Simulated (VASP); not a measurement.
Crystal: ZnGaC4N4.

```
Zn Ga C N
1.0
     5.85837    0.00000    0.00000
     0.00000    5.85837    0.00000
     0.00000    0.00000    5.85837
Zn Ga C N
1 1 4 4
Direct
  0.50000 0.50000 0.50000
  0.00000 0.00000 0.00000
  0.18685 0.18685 0.18685
  0.18685 0.81315 0.81315
  0.81315 0.18685 0.81315
  0.81315 0.81315 0.18685
  0.30216 0.30216 0.30216
  0.30216 0.69784 0.69784
  0.69784 0.30216 0.69784
  0.69784 0.69784 0.30216
```

| Property | Result |
| --- | --- |
| Program | VASP 6.6.1 |
| Task | relaxation of cell and atoms |
| Functional | PBE |
| Potentials or basis | VASP PAW PBE potentials, release 64 (Zn, Ga_d, C, N) |
| Cutoff | 600 eV |
| k mesh | 4 × 4 × 4 |
| Occupations | gaussian, width 0.1 eV |
| Spin | no spin polarisation |

At the start: pressure 2.1 GPa; volume 20.11 Å³/atom.

Where does the relaxation end?

Over 16 steps the energy falls by 20.6 meV/atom and the volume is 20.47 Å³/atom (+1.8 %); space group P-43m (No. 215, to 0.1 Å) before and after.

The path:
| step | energy change (eV) | largest force (eV/Å) | pressure (GPa) | volume (Å³) |
| --- | --- | --- | --- | --- |
| 1 | 0.0000 | 0.9119 | 2.07 | 201.06 |
| 2 | -0.1196 | 2.0479 | -2.54 | 208.73 |
| 3 | -0.1345 | 1.7267 | -1.47 | 206.76 |
| 4 | -0.1905 | 0.1983 | -0.71 | 208.31 |
| 5 | -0.1906 | 0.2617 | -0.68 | 208.38 |
| 6 | -0.1936 | 0.2066 | -0.64 | 208.14 |
| 7 | -0.2003 | 0.0680 | -0.61 | 207.40 |
| 8 | -0.2030 | 0.3012 | -0.53 | 205.94 |
| 9 | -0.2037 | 0.1907 | -0.56 | 206.40 |
| 10 | -0.2024 | 0.4530 | 0.22 | 205.39 |
| 11 | -0.2047 | 0.0995 | -0.25 | 205.99 |
| 12 | -0.2055 | 0.0640 | -0.18 | 205.57 |
| 13 | -0.2059 | 0.0614 | -0.03 | 204.82 |
| 14 | -0.2059 | 0.1051 | 0.15 | 204.65 |
| 15 | -0.2059 | 0.0485 | 0.06 | 204.74 |
| 16 | -0.2061 | 0.0228 | 0.07 | 204.70 |

Final structure:
```
Zn Ga C N
1.0
     5.89352    0.00000    0.00000
     0.00000    5.89352    0.00000
     0.00000    0.00000    5.89352
Zn Ga C N
1 1 4 4
Direct
  0.50000 0.50000 0.50000
  0.00000 0.00000 0.00000
  0.19272 0.19272 0.19272
  0.19272 0.80728 0.80728
  0.80728 0.19272 0.80728
  0.80728 0.80728 0.19272
  0.30773 0.30773 0.30773
  0.30773 0.69227 0.69227
  0.69227 0.30773 0.69227
  0.69227 0.69227 0.30773
```

Caveat: an odd number of electrons without spin polarisation forces a metal; a magnetic or distorted state may lie lower.
